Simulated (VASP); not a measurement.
A run of VASP 6.6.1:

File POSCAR:

```
TiHg
1.0
    2.9849053958      0.0000000000      0.0000000000
    0.0000000000      2.9849053958      0.0000000000
    0.0000000000      0.0000000000      4.1086226827
Ti Hg
1 1
Direct
    0.5000000000      0.5000000000      0.5000000000
    0.0000000000      0.0000000000      0.0000000000
```

Contents of INCAR.step1:

```
ALGO = Normal
EDIFF = 1E-4
ENCUT = 520
GGA = PE
ISMEAR = 0
LASPH = T
LCHARG = F
LREAL = F
LWAVE = T
NBANDS = 19
NELM = 100
PREC = Accurate
SIGMA = 0.1
```

The input INCAR.step2:

```
ALGO = Normal
EDIFF = 1E-7
ENCUT = 520
ISIF = 2
ISMEAR = 0
ISTART = 1
LASPH = T
LCHARG = F
LMIXTAU = T
LREAL = F
LWAVE = F
METAGGA = R2SCAN
NBANDS = 19
NELM = 100
PREC = Accurate
SIGMA = 0.1
```

The input KPOINTS:

```
k-points
0
Gamma
  14 14 10
```

Potentials or basis: VASP PAW PBE potentials, release 64 (Ti_sv, Hg).

The run is started by

```bash
$ cat potpaw_PBE.64/Ti_sv/POTCAR potpaw_PBE.64/Hg/POTCAR > POTCAR
$ cp INCAR.step1 INCAR
$ mpirun -np 1 vasp_std > vasp.out
$ cp INCAR.step2 INCAR
$ mpirun -np 1 vasp_std > vasp.out
```

Hardware: 1 thread of Intel(R) Xeon(R) 6975P-C (Granite Rapids), with other jobs on the host.

Problem. How long does it take, and how much memory?

Solution. Wall time 2.5 min on 1 thread of Intel(R) Xeon(R) 6975P-C (Granite Rapids), on a shared host, peak memory 0.28 GiB. Counts: k points 216.
